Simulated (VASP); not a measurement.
# Mg64O65 (a cell with a defect) in VASP: further runs

Aim: see how the results for Mg64O65 (a cell with a defect) move with the level of theory and the settings. Levels: PBE, r2SCAN. Tasks: single point.

All numbers are computed with VASP 6.6.1; they aren't measurements. Logs are shortened: lines on timing, memory, paths and dates and some standing lists are left out, and cuts for length are marked.

### 1 The cell of the first run

The cell holds a defect, 129 atoms: a = 12.033 Å, b = 12.033 Å, c = 12.033 Å, α = 60.00°, β = 60.00°, γ = 60.00°.

### 2 Single point, PBE

Contents of INCAR:

```
PREC = Accurate
ENCUT = 520
EDIFF = 1E-6
ISMEAR = -1
SIGMA = 0.01
LREAL = Auto
LASPH = True
NELM = 100
ALGO = Normal
ISIF = 2
LWAVE = False
LCHARG = True
GGA = PE
LELF = True
LVHAR = True
NBANDS = 329
LUSENCCL = False
```

Contents of KPOINTS:

```
regular mesh
0
Gamma
  1 1 1
```

Contents of POSCAR:

```
Mg64O65
1.0
    0.0000000000      8.5087624600      8.5087624600
    8.5087624600      0.0000000000      8.5087624600
    8.5087624600      8.5087624600      0.0000000000
Mg O
64 65
Direct
    0.0007647411      0.0011374157      0.0002047301
    0.0003600406      0.0025459049      0.2483282980
    0.0006403399      0.0004944902      0.5012918765
    0.0009211680      0.0031031540      0.7504614249
    0.0012440705      0.2507543853     -0.0000753929
    0.0004882614      0.2507590863      0.2502994425
[... 121 lines left out ...]
    0.8723035853      0.8784445488      0.8783312538
    0.1435476670      0.6435022749      0.6613369484
```

Potentials or basis: VASP PAW PBE potentials, release 64 (Mg, O).

Command:

```
> cat potpaw_PBE.64/Mg/POTCAR potpaw_PBE.64/O/POTCAR > POTCAR
> mpirun -np 1 vasp_gam > vasp.out
```

OUTCAR:

```text
PREC = Accurate
   ENCUT = 520
   EDIFF = 1E-6
   ISMEAR = -1
   LREAL = Auto
   LASPH = True
   NELM = 100
   ISIF = 2
   GGA = PE

 ion  position               nearest neighbor table
   1  0.001  0.001  0.000-  80 2.11  68 2.12  77 2.12 113 2.12 116 2.13 125 2.14   2 2.99   4 2.99
                            13 3.00  17 3.00  14 3.00  20 3.00   5 3.00  53 3.01   8 3.01  50 3.01
   2  0.000  0.003  0.248-  65 2.11 113 2.11  77 2.12 114 2.13 126 2.14  78 2.15  15 2.91   5 2.99
                             1 2.99  54 2.99  17 3.00   6 3.00  18 3.00  50 3.01  30 3.02  51 3.03
   3  0.001  0.000  0.501-  79 2.12  66 2.12 115 2.13  78 2.13 127 2.13 114 2.14   7 3.00  19 3.00
                            16 3.00  18 3.01  55 3.01  31 3.01   4 3.02   6 3.02  52 3.02  15 3.02
   4  0.001  0.003  0.750-  79 2.08  67 2.10 116 2.11  80 2.13 115 2.14 128 2.16  16 2.92   8 2.96
                            20 2.99   1 2.99  19 2.99  56 2.99   7 3.00   3 3.02  49 3.02  32 3.02
   5  0.001  0.251  1.000-  68 2.12 117 2.13  65 2.13 113 2.13 120 2.13  72 2.13  12 2.97   2 2.99
                            21 3.00   1 3.00  24 3.01  54 3.01   6 3.01  17 3.01  53 3.01  57 3.01
   6  0.000  0.251  0.250-  69 2.12 118 2.12  66 2.12 117 2.13  65 2.13 114 2.13  21 3.00  10 3.00
                             2 3.00  22 3.00  58 3.00  55 3.00   7 3.00  54 3.01   5 3.01  18 3.01
   7  0.000  0.251  0.500-  70 2.12 119 2.12 118 2.13  66 2.13 115 2.13  67 2.13  23 2.99   4 3.00
                             8 3.00   3 3.00  55 3.00  19 3.00  22 3.00   6 3.00  10 3.00  59 3.00
   8  0.001  0.250  0.749-  71 2.07  67 2.11 116 2.12 119 2.13  68 2.14 120 2.14  12 2.95   4 2.96
                            23 2.99   7 3.00  20 3.00  24 3.00  56 3.00   1 3.01  53 3.01  11 3.01
   9  0.002  0.502  0.999-  76 2.12  69 2.13 121 2.13 124 2.13  72 2.13 117 2.14  16 3.00  28 3.00
[... 106 lines left out ...]
                            14 3.00  58 3.00  13 3.00  59 3.00  46 3.01  34 3.01  47 3.01  49 3.01
  63  0.748  0.750  0.500- 123 2.08 107 2.10 110 2.11 122 2.13 111 2.14 126 2.16  15 2.92  47 2.96
                            59 2.99  62 2.99  60 2.99  35 2.99  48 3.00  64 3.02  50 3.02  11 3.02
  64  0.750  0.750  0.750- 123 2.12 108 2.12 111 2.13 124 2.13 127 2.13 112 2.14  48 3.00  15 3.00
                            60 3.00  57 3.01  36 3.01  12 3.01  45 3.02  63 3.02  51 3.02  16 3.02
  65  0.126  0.125  0.125-  21 2.11   2 2.11  18 2.13   5 2.13   6 2.13  17 2.13
  66  0.125  0.125  0.375-  22 2.12  18 2.12   3 2.12   6 2.12   7 2.13  19 2.14
  67  0.126  0.125  0.625-   4 2.10  23 2.10  19 2.11   8 2.11   7 2.13  20 2.13
  68  0.126  0.125  0.876-   1 2.12   5 2.12  24 2.12  17 2.12  20 2.13   8 2.14
  69  0.126  0.374  0.126-   6 2.12  21 2.12  22 2.12  10 2.13   9 2.13  25 2.14
  70  0.126  0.374  0.374-  22 2.11   7 2.12  10 2.12  23 2.13  26 2.13  11 2.14
  71  0.127  0.368  0.624-   8 2.07  23 2.08  24 2.12  11 2.14  27 2.18  12 2.18
  72  0.127  0.376  0.874-  28 2.12  24 2.13   5 2.13   9 2.13  21 2.15  12 2.15
  73  0.126  0.625  0.125-  13 2.10  26 2.10  25 2.10  14 2.10  10 2.13  29 2.13
  74  0.125  0.625  0.366-  26 2.07  14 2.07  11 2.11  30 2.12  27 2.21  15 2.22
  75  0.107  0.607  0.589- 129 1.44  27 1.93  15 1.93  12 1.99  31 2.60
  76  0.126  0.626  0.885-  13 2.07  25 2.07  32 2.11   9 2.12  16 2.21  28 2.22
  77  0.125  0.876  0.125-  17 2.12   2 2.12   1 2.12  29 2.13  30 2.13  14 2.14
  78  0.124  0.875  0.377-  15 2.12   3 2.13  18 2.13  30 2.13   2 2.15  31 2.15
  79  0.124  0.883  0.627-  19 2.07   4 2.08   3 2.12  32 2.14  16 2.18  31 2.18
  80  0.125  0.877  0.877-   1 2.11  20 2.12  29 2.12   4 2.13  13 2.13  32 2.14
[... 307 lines left out ...]
   LORBIT       =      0    0 simple, 1 ext, 2 COOP (PROOUT), +10 PAW based schemes
   GGA     = PE    functional components
   LHFCALC =     F    Hartree Fock is set to
   AEXX    =    0.0000 exact exchange contribution
   IVDW    =     0    specifies the selected vdW correction
   LEPSILON=     F    determine dielectric tensor
   LRPA    =     F    only Hartree local field effects (RPA)
 non-spin polarized calculation
  energy-cutoff  :      520.00
  volume of cell :     1232.05
 maximum number of plane-waves:     16612
 NGX is ok and might be reduce to    90
   NGX = 45   NGY = 45   NGZ = 45

 number of electron     517.9999912 magnetization

 Free energy of the ion-electron system (eV)
  ---------------------------------------------------
  ext. energy  EPLUGINS =         0.00000000
  ---------------------------------------------------
  free energy    TOTEN  =      -764.14984096 eV

  energy without entropy =     -764.14984096  energy(sigma->0) =     -764.14984096

 E-fermi :   3.6662     XC(G=0): -10.9643

 val. band max:        3.3863160238   @ k =   0.0000   0.0000   0.0000
 cond. band min:       7.5099769522   @ k =   0.0000   0.0000   0.0000
 fundamental gap:      4.1236609284
 Fermi energy:         3.6661573528

 k-point     1 :       0.0000    0.0000    0.0000
  band No.  band energies     occupation
      1     -18.1364      2.00000
      2     -14.0894      2.00000
      3     -13.5943      2.00000
      4     -13.5922      2.00000
      5     -13.5563      2.00000
      6     -13.5499      2.00000
[... 263 lines left out ...]
    270      10.6849      0.00000
    271      10.7099      0.00000
 [bands above 271 left out]

------------------------ aborting loop because EDIFF is reached ----------------------------------------

  FORCE on cell =-STRESS in cart. coord.  units (eV):
  Direction    XX          YY          ZZ          XY          YZ          ZX
  --------------------------------------------------------------------------------------
  -------------------------------------------------------------------------------------
  Total        8.6768453      8.6307797      5.1895599      2.5557648      3.3903301      3.3849519
  in kB       11.2834846     11.2235804      6.7485725      3.3235504      4.4088302      4.4018364
  external PRESSURE =       9.7518792 kB  Pullay stress =       0.0000000 kB

 VOLUME and BASIS-vectors are now :
 -----------------------------------------------------------------------------
  energy-cutoff  :      520.00
  volume of cell :     1232.05
      direct lattice vectors                 reciprocal lattice vectors
     0.000000000  8.508762460  8.508762460    -0.058762952  0.058762952  0.058762952
     8.508762460  0.000000000  8.508762460     0.058762952 -0.058762952  0.058762952
     8.508762460  8.508762460  0.000000000     0.058762952  0.058762952 -0.058762952

 POSITION                                       TOTAL-FORCE (eV/Angst)
 -----------------------------------------------------------------------------------
      0.01142      0.00825      0.01619         0.000741      0.005557     -0.000175
      2.13463      2.11603      0.02473        -0.001294      0.008792     -0.006659
      4.26958      4.27082      0.00966         0.000108      0.012852     -0.001860
      6.41190      6.39334      0.03424        -0.004397      0.003440      0.000967
     10.64173      8.51871      2.14420        -0.000158      0.007214     -0.012256
      4.26339      2.13389      2.13780         0.000131     -0.000781     -0.001209
[... 121 lines left out ...]
     14.94799     14.89574     14.89670        -0.015077      0.002210     -0.002385
     11.10257      6.84857      6.69682         0.102644      0.108772      0.328016
 -----------------------------------------------------------------------------------
    total drift:                                0.018071      0.018513      0.011269

  FREE ENERGIE OF THE ION-ELECTRON SYSTEM (eV)
  ---------------------------------------------------
  free  energy   TOTEN  =      -764.1498409601 eV

  energy  without entropy=     -764.1498409601  energy(sigma->0) =     -764.14984096
```

Run time: 2.8 min. Hardware: 1 × NVIDIA H100 80GB with 1 thread of AMD EPYC 7R13 (Zen 3), shared host; peak memory 2 GiB.

Results:

```
Free energy            : -764.1498 eV
Pressure               : 1.0 GPa
Largest force          : 0.361 eV/Å
Band gap on the k mesh : 4.12 eV
```

Forces in eV/Å, atoms in the order of the input:
```
Mg   0.001  0.006  0.000
Mg  -0.001  0.009 -0.007
Mg   0.000  0.013 -0.002
Mg  -0.004  0.003  0.001
Mg   0.000  0.007 -0.012
Mg   0.000 -0.001 -0.001
Mg  -0.003 -0.001 -0.004
Mg  -0.017 -0.005 -0.014
Mg   0.002  0.001 -0.001
Mg  -0.002 -0.003  0.002
Mg  -0.005 -0.007 -0.015
Mg  -0.018 -0.016 -0.097
Mg  -0.003  0.002  0.004
Mg  -0.005  0.003 -0.003
Mg  -0.036  0.042 -0.016
Mg  -0.047  0.024  0.017
Mg   0.000 -0.001  0.000
Mg   0.000 -0.007  0.010
Mg   0.017  0.003  0.013
Mg   0.002  0.000  0.003
Mg  -0.002 -0.007  0.006
Mg  -0.001 -0.004  0.001
Mg   0.004 -0.004 -0.001
Mg  -0.001 -0.012  0.001
Mg   0.005 -0.002  0.004
Mg   0.004 -0.002 -0.003
Mg   0.046 -0.028 -0.018
Mg   0.035 -0.044  0.017
Mg   0.003  0.002 -0.003
Mg  -0.002 -0.001  0.000
Mg   0.017  0.014  0.097
Mg   0.005  0.005  0.016
Mg   0.001  0.001  0.005
Mg   0.000 -0.001  0.003
Mg   0.006  0.006  0.006
Mg  -0.002 -0.001  0.005
Mg  -0.001 -0.005 -0.001
Mg   0.005  0.000  0.001
Mg   0.005 -0.001 -0.001
Mg   0.002 -0.005 -0.001
Mg   0.005  0.002  0.000
Mg   0.008 -0.002 -0.006
Mg   0.015  0.001 -0.001
Mg   0.003 -0.004  0.002
Mg  -0.001  0.000  0.001
Mg  -0.006  0.000  0.011
Mg   0.003  0.017  0.013
Mg   0.000  0.002  0.004
Mg  -0.004 -0.001 -0.001
Mg   0.000  0.007  0.000
Mg  -0.004  0.007 -0.002
Mg  -0.006  0.001 -0.001
Mg   0.000 -0.001 -0.004
Mg   0.000  0.000 -0.005
Mg  -0.001  0.000 -0.004
Mg  -0.005 -0.005 -0.005
Mg   0.006 -0.001 -0.012
Mg   0.000 -0.001 -0.001
Mg  -0.001 -0.003 -0.003
Mg  -0.004 -0.017 -0.013
Mg  -0.009 -0.002  0.007
Mg  -0.005  0.000  0.001
Mg  -0.003  0.006 -0.001
Mg  -0.016  0.000  0.003
O    0.003  0.002  0.002
O   -0.006 -0.001  0.005
O    0.004  0.002  0.003
O    0.006 -0.001  0.004
O   -0.006  0.000  0.001
O   -0.013 -0.005 -0.002
O   -0.023 -0.010 -0.031
O    0.001 -0.022  0.012
O    0.004  0.004  0.002
O    0.003 -0.001  0.003
O   -0.098 -0.101 -0.332
O   -0.004  0.002  0.004
O    0.004  0.008 -0.001
O   -0.005  0.020 -0.008
O    0.020  0.012  0.029
O    0.010  0.004  0.000
O    0.005 -0.002  0.005
O    0.003 -0.002  0.005
O    0.007  0.000  0.004
O    0.002 -0.004  0.000
O    0.000 -0.003 -0.003
O    0.014 -0.002  0.003
O    0.002 -0.004 -0.003
O   -0.001 -0.015 -0.003
O    0.008  0.004 -0.001
O    0.019 -0.005 -0.010
O    0.012  0.023  0.028
O    0.004  0.009  0.000
O    0.002  0.003 -0.003
O    0.002  0.001  0.030
O    0.004  0.004  0.013
O    0.005  0.005  0.005
O    0.003  0.001  0.002
O   -0.001  0.000  0.003
O    0.003  0.002  0.002
O    0.002  0.000  0.005
O    0.001  0.004 -0.006
O   -0.001 -0.004 -0.001
O    0.000  0.001 -0.005
O   -0.003 -0.005 -0.006
O    0.003  0.002  0.001
O    0.000 -0.006  0.004
O    0.003  0.002  0.002
O    0.000  0.006  0.003
O    0.000  0.005  0.005
O   -0.001  0.003  0.004
O    0.000  0.006  0.004
O   -0.002  0.002 -0.001
O    0.004  0.001 -0.006
O   -0.004 -0.001 -0.001
O    0.003 -0.001 -0.004
O   -0.004 -0.002 -0.005
O   -0.005 -0.004  0.000
O   -0.005 -0.006 -0.007
O   -0.005 -0.004 -0.017
O    0.000 -0.001 -0.030
O   -0.001 -0.005  0.001
O   -0.006 -0.012 -0.002
O   -0.010 -0.026 -0.032
O   -0.022  0.002  0.011
O   -0.003  0.000 -0.003
O   -0.001  0.011  0.001
O   -0.001  0.003 -0.003
O   -0.015  0.002 -0.002
O    0.103  0.109  0.328
```

Stress tensor (GPa, compression positive):
```
1.13 0.33 0.44
0.33 1.12 0.44
0.44 0.44 0.67
```

Levels at points of the mesh, in eV from the valence-band top:
```csv
k point,band 255,band 256,band 257,band 258,band 259,band 260,band 261,band 262,band 263,band 264
"(0.00, 0.00, 0.00)",-0.37,-0.37,-0.36,-0.23,0.00,4.12,5.33,6.40,6.42,6.43
```

Caveat: the k points lie up to 0.64 Å⁻¹ apart.

### 3 Single point, PBE

Contents of INCAR:

```
ALGO = Normal ; EDIFF = 1E-7
ENCUT = 520 ; GGA = PE
ISIF = 2 ; ISMEAR = -1
LASPH = T ; LCHARG = T
LELF = T ; LREAL = Auto
LUSENCCL = F ; LVHAR = T
LWAVE = F ; NBANDS = 329
NELM = 60 ; PREC = Accurate
SIGMA = 0.01
```

Contents of KPOINTS:

```
k-points
0
Gamma
  1 1 1
```

Contents of POSCAR:

```
Mg64O65
1.0
    0.0000000000      8.5087624600      8.5087624600
    8.5087624600      0.0000000000      8.5087624600
    8.5087624600      8.5087624600      0.0000000000
Mg O
64 65
Direct
    0.0006535616      0.0010278816     -0.0001895693
    0.0008157473      0.0029775188      0.2474404486
    0.0005000727      0.0004293221      0.4995279889
    0.0002426910      0.0024546460      0.7506855468
    0.0012467736      0.2496967697      0.0015685595
    0.0002807106      0.2504289560      0.2508701483
[... 121 lines left out ...]
    0.8723494791      0.8784956138      0.8782626775
    0.1073177215      0.6072767955      0.6975601949
```

Potentials or basis: VASP PAW PBE potentials, release 64 (Mg, O).

Command:

```
> cat potpaw_PBE.64/Mg/POTCAR potpaw_PBE.64/O/POTCAR > POTCAR
> mpirun -np 1 vasp_gam > vasp.out
```

It took 2.8 min on 1 × NVIDIA H100 80GB with 1 thread of AMD EPYC 7R13 (Zen 3), shared host; peak memory 2 GiB.

The run converged. Its results:

| Quantity | Value |
| --- | --- |
| Free energy | -764.1494 eV |
| Pressure | 1.0 GPa |
| Largest force | 0.360 eV/Å |
| Band gap on the k mesh | 4.12 eV |

Forces on the atoms (eV/Å):
```
Mg  -0.005  0.000  0.000
Mg  -0.004  0.006  0.002
Mg  -0.016  0.000 -0.001
Mg  -0.008  0.001 -0.007
Mg   0.003  0.017 -0.015
Mg   0.000  0.002 -0.005
Mg   0.000  0.000 -0.001
Mg  -0.006  0.000 -0.012
Mg   0.007  0.006 -0.016
Mg   0.004  0.003  0.002
Mg  -0.001 -0.001  0.000
Mg   0.017  0.014 -0.097
Mg  -0.004  0.003 -0.003
Mg  -0.003  0.002  0.003
Mg  -0.036  0.042  0.017
Mg  -0.047  0.024 -0.018
Mg  -0.001 -0.004  0.002
Mg  -0.004 -0.016  0.012
Mg   0.006 -0.002  0.012
Mg  -0.001 -0.001  0.000
Mg   0.001 -0.005 -0.003
Mg   0.004  0.000  0.002
Mg   0.007 -0.001  0.007
Mg   0.014  0.001  0.000
Mg   0.004 -0.002 -0.002
Mg   0.004 -0.002  0.004
Mg   0.046 -0.028  0.018
Mg   0.035 -0.044 -0.018
Mg  -0.002 -0.004 -0.003
Mg  -0.005 -0.007  0.016
Mg  -0.019 -0.017  0.097
Mg   0.002  0.000  0.000
Mg  -0.004 -0.004  0.006
Mg   0.000 -0.001  0.004
Mg   0.001  0.001  0.004
Mg   0.000  0.000  0.005
Mg  -0.001 -0.004  0.001
Mg   0.005  0.000 -0.002
Mg   0.004 -0.001 -0.001
Mg   0.002 -0.005 -0.002
Mg  -0.001 -0.004 -0.001
Mg   0.005 -0.004  0.001
Mg  -0.001 -0.012  0.000
Mg   0.000 -0.007 -0.006
Mg  -0.003 -0.001  0.003
Mg  -0.017 -0.005  0.013
Mg  -0.001  0.006  0.013
Mg   0.000 -0.001  0.000
Mg  -0.004 -0.001  0.001
Mg   0.000  0.007 -0.002
Mg  -0.004  0.007  0.000
Mg  -0.006  0.001 -0.001
Mg  -0.001 -0.001 -0.004
Mg   0.005  0.005 -0.006
Mg  -0.002 -0.001 -0.005
Mg   0.000  0.000 -0.004
Mg   0.017  0.003 -0.014
Mg   0.002  0.000 -0.004
Mg   0.000  0.000  0.000
Mg  -0.001 -0.006 -0.011
Mg  -0.005  0.002 -0.002
Mg   0.000  0.005  0.002
Mg   0.000  0.008  0.008
Mg  -0.001  0.012  0.001
O    0.003  0.002  0.003
O    0.000  0.006  0.008
O    0.003  0.002  0.003
O   -0.001 -0.006  0.004
O    0.003  0.011  0.000
O   -0.001  0.004  0.000
O    0.020 -0.003  0.010
O    0.008  0.023 -0.028
O    0.004  0.004  0.002
O    0.003 -0.002  0.003
O   -0.101 -0.102  0.326
O   -0.003  0.003  0.001
O   -0.006 -0.007  0.001
O   -0.012 -0.025  0.030
O   -0.021  0.012 -0.011
O   -0.004 -0.006  0.000
O    0.005 -0.004  0.005
O    0.001 -0.001  0.006
O    0.008 -0.004  0.000
O    0.000  0.000  0.004
O   -0.001 -0.003 -0.004
O    0.016 -0.003  0.001
O    0.002 -0.004 -0.003
O   -0.001 -0.015 -0.001
O   -0.009 -0.006  0.000
O   -0.023 -0.011  0.028
O    0.011 -0.022 -0.012
O   -0.006 -0.003 -0.001
O   -0.004 -0.005  0.016
O   -0.001 -0.003  0.031
O   -0.003 -0.003 -0.004
O   -0.004 -0.006  0.004
O    0.004  0.001  0.003
O   -0.001  0.000  0.004
O    0.003  0.002  0.003
O    0.002  0.001  0.004
O    0.003  0.005 -0.004
O   -0.004 -0.001 -0.004
O    0.004 -0.002 -0.001
O   -0.004 -0.002 -0.006
O    0.004  0.002  0.002
O    0.006  0.000  0.006
O    0.003  0.002  0.003
O   -0.007 -0.001  0.003
O   -0.003  0.005  0.004
O   -0.002  0.000  0.006
O   -0.004  0.008  0.000
O    0.001  0.000  0.003
O    0.005  0.003 -0.005
O    0.000 -0.004 -0.004
O    0.001  0.004 -0.001
O   -0.001 -0.003 -0.006
O    0.005  0.004 -0.018
O    0.006  0.006 -0.007
O    0.001  0.000 -0.002
O    0.000  0.000 -0.033
O    0.011  0.004 -0.001
O    0.004 -0.001  0.000
O   -0.004  0.021  0.008
O    0.021  0.008 -0.029
O   -0.003  0.000 -0.003
O   -0.001  0.012  0.000
O   -0.001  0.004 -0.004
O   -0.015  0.003 -0.001
O    0.099  0.106 -0.330
```

Stress tensor (GPa, compression positive):
```
 1.13  0.33 -0.44
 0.33  1.13 -0.44
-0.44 -0.44  0.67
```

Levels at points of the mesh, in eV from the valence-band top:
| k point | band 255 | band 256 | band 257 | band 258 | band 259 | band 260 | band 261 | band 262 | band 263 | band 264 |
| --- | --- | --- | --- | --- | --- | --- | --- | --- | --- | --- |
| (0.00, 0.00, 0.00) | -0.37 | -0.37 | -0.36 | -0.23 | 0.00 | 4.12 | 5.33 | 6.40 | 6.42 | 6.43 |

Caveat: the k points lie up to 0.64 Å⁻¹ apart.

(Continued in part 2 of 2.)
